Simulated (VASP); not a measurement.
Wanted: the native input for a VASP 6.6.1 run.

```yaml
Task: single point
Functional: PBE
Potentials_or_basis: VASP PAW PBE potentials, release 64 (Ni, O)
Cutoff: 520 eV
k_mesh: 19 × 19 × 19
Occupations: fermi-dirac, width 0.0612256 eV
Spin: no spin polarisation
Dipole_correction: no
Further_INCAR_settings: ALGO = Normal; EDIFF = 1e-07; NBANDS = 20
```

The structure of Ni2O (antifluorite type) lies in POSCAR:

```
Ni2O
1.0
    0.0000000000      2.4934879508      2.4934879508
    2.4934879508      0.0000000000      2.4934879508
    2.4934879508      2.4934879508      0.0000000000
Ni O
2 1
Direct
    0.2500000000      0.2500000000      0.2500000000
    0.7500000000      0.7500000000      0.7500000000
    0.0000000000      0.0000000000      0.0000000000
```

The input as run:

INCAR

```
SYSTEM = Ni2O
PREC = Accurate ; ENCUT = 520
EDIFF = 1E-7 ; ISMEAR = -1
SIGMA = 0.06122561905347299 ; LREAL = .FALSE.
LASPH = .TRUE. ; NELM = 60
ALGO = Normal ; ISIF = 2
LWAVE = .FALSE. ; LCHARG = .FALSE.
GGA = PE ; NBANDS = 20
```

KPOINTS

```
Automatic mesh
0
G
  19 19 19
  0 0 0
```

Potentials or basis: VASP PAW PBE potentials, release 64 (Ni, O).

Command:

```sh
$ cat potpaw_PBE.64/Ni/POTCAR potpaw_PBE.64/O/POTCAR > POTCAR
$ mpirun -np 1 vasp_std > vasp.out
```

Results of the run:

The pressure is 3.3 GPa. The band gap on the k mesh is zero (bands 13 and 14 overlap by 0.39 eV).

Caveat: the cell stands under pressure; the run has no spin polarisation, though such a crystal can be magnetic.

Wall time 4.3 min on 1 thread of Intel Xeon 8259CL (shared host), peak memory 0.26 GiB.
